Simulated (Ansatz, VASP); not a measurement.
# Si: VASP beside Ansatz

The input POSCAR:

```
Si
1.0
   -2.2528036893      2.2528036893      1.2628021204
    2.2528036893     -2.2528036893      1.2628021204
    2.2528036893      2.2528036893     -1.2628021204
Si
2
Direct
    0.2500000000      0.7500000000      0.5000000000
    0.5000000000      0.5000000000      0.0000000000
```

Contents of INCAR.step1:

```
ALGO     = Normal         # electronic algorithm
EDIFF    = 1E-4           # SCF threshold, eV
ENCUT    = 520            # plane-wave cutoff, eV
GGA      = PE             # functional
ISMEAR   = 0              # smearing method
LASPH    = T              # aspherical terms in the spheres
LCHARG   = F              # write CHGCAR
LREAL    = F              # projectors in reciprocal space
LWAVE    = T              # write WAVECAR
NBANDS   = 11             # bands
NELM     = 60             # most SCF steps
PREC     = Accurate       # precision mode
SIGMA    = 0.15           # smearing width, eV
```

INCAR.step2

```
ALGO     = Normal         # electronic algorithm
EDIFF    = 1E-7           # SCF threshold, eV
ENCUT    = 520            # plane-wave cutoff, eV
ISIF     = 2              # what is computed and relaxed
ISMEAR   = 0              # smearing method
ISTART   = 1            
LASPH    = T              # aspherical terms in the spheres
LCHARG   = F              # write CHGCAR
LMIXTAU  = T            
LREAL    = F              # projectors in reciprocal space
LWAVE    = F              # write WAVECAR
METAGGA  = R2SCAN         # meta-GGA
NBANDS   = 11             # bands
NELM     = 60             # most SCF steps
PREC     = Accurate       # precision mode
SIGMA    = 0.15           # smearing width, eV
```

The input KPOINTS:

```
k-points
0
Gamma
  20 20 20
```

Input for Ansatz:

```yaml
crystal:
  lattice:
    - [-2.2528036893, 2.2528036893, 1.2628021204]
    - [2.2528036893, -2.2528036893, 1.2628021204]
    - [2.2528036893, 2.2528036893, -1.2628021204]
  atoms:
    - { symbol: Si, position: [0.25, 0.75, 0.5] }
    - { symbol: Si, position: [0.5, 0.5, 0.0] }
basis:
  ecutwfc: 500
kpoints:
  mp_grid: { grid: [20, 20, 20] }
hamiltonian:
  xc: r2scan
scf:
  occupations: { method: gaussian, width: 0.15 }
output:
  forces: true
  stress: true
  eigenvalues: true
  write_density: true
  write_potential: true
  elf: true
  volumetric_format: npy
```

Change from the starting cell: strain -0.050 along x and y, -0.050 along z, atoms carried along.

Alike in both runs: task single point; functional r2SCAN; k mesh 20 × 20 × 20; occupations gaussian, width 0.15 eV; no spin polarisation.

|  | VASP | Ansatz |
| --- | --- | --- |
| version | VASP 6.6.1 | Ansatz 0.2.0 |
| potentials or method | VASP PAW PBE potentials, release 64 (Si), cutoff 520 eV | scalar-relativistic, plane waves, PAW |
| valence electrons in the cell | 8 | 8 |

Ansatz gave:

| Property | Result |
| --- | --- |
| gap on the k mesh at the Fermi level (eV) | none |
| pressure (GPa) | 28.6 |
| traceless stress, the component that is largest in VASP (GPa) | -4.99 |

Task: Which values does VASP return?

Result: gap on the k mesh at the Fermi level (eV): none; pressure (GPa): 28.5; traceless stress, the component that is largest in VASP (GPa): -4.83.

VASP's potentials were made for PBE, not for r2SCAN. A gap of «none» marks a metal or a gap that the smearing closes. Both programs put the cell under a high pressure, so it lies far from rest at this level.
